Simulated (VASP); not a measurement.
A run of VASP 6.6.1 is set up as follows.

Contents of INCAR:

```
ALGO = Normal
EDIFF = 1E-7
ENCUT = 520
GGA = RP
ISIF = 2
ISMEAR = -1
LASPH = True
LCHARG = False
LREAL = False
LWAVE = False
NBANDS = 12
NELM = 80
PREC = Accurate
SIGMA = 0.1
```

The input KPOINTS:

```
k-points
0
Gamma
  21 21 21
```

The input POSCAR:

```
Au
1.0
    0.0000000000      2.0705727280      2.0705727280
    2.0705727280      0.0000000000      2.0705727280
    2.0705727280      2.0705727280      0.0000000000
Au
1
Direct
    0.0000000000      0.0000000000      0.0000000000
```

Potentials or basis: VASP PAW PBE potentials, release 64 (Au).

Run with:

```bash
$ cat potpaw_PBE.64/Au/POTCAR > POTCAR
$ mpirun -np 1 vasp_std > vasp.out
```

Problem. Estimate the pressure.

Solution. 5.4 GPa.

Caveat: the PAW data sets were made with another functional, which shifts forces and pressure a little.
